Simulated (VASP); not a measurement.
CdSe:

```
CELL_PARAMETERS angstrom
0.00000 3.04966 3.04966
3.04966 0.00000 3.04966
3.04966 3.04966 0.00000
ATOMIC_POSITIONS crystal
Cd 0.00000 0.00000 0.00000
Se 0.25000 0.25000 0.25000
```

Base run:

- Program: VASP 6.6.1
- Functional: RPBE
- Potentials or basis: VASP PAW PBE potentials, release 64 (Cd, Se)
- Cutoff: 520 eV
- k mesh: 8 × 8 × 8
- Occupations: fermi-dirac, width 0.05 eV
- Spin: no spin polarisation

Its results: band gap on the k mesh 0.77 eV, direct; pressure 4.6 GPa.

After a change of settings the same cell gave: band gap on the k mesh 0.47 eV, direct; pressure -0.1 GPa. Which change was it?
A. functional from RPBE to BLYP
B. functional from RPBE to r2SCAN; dispersion from none to rVV10
C. functional from RPBE to PBEsol

C.

PBEsol binds more tightly than RPBE, so the same cell stands under less pressure.

Caveats: the PAW data sets were made with another functional, which shifts forces and pressure a little.
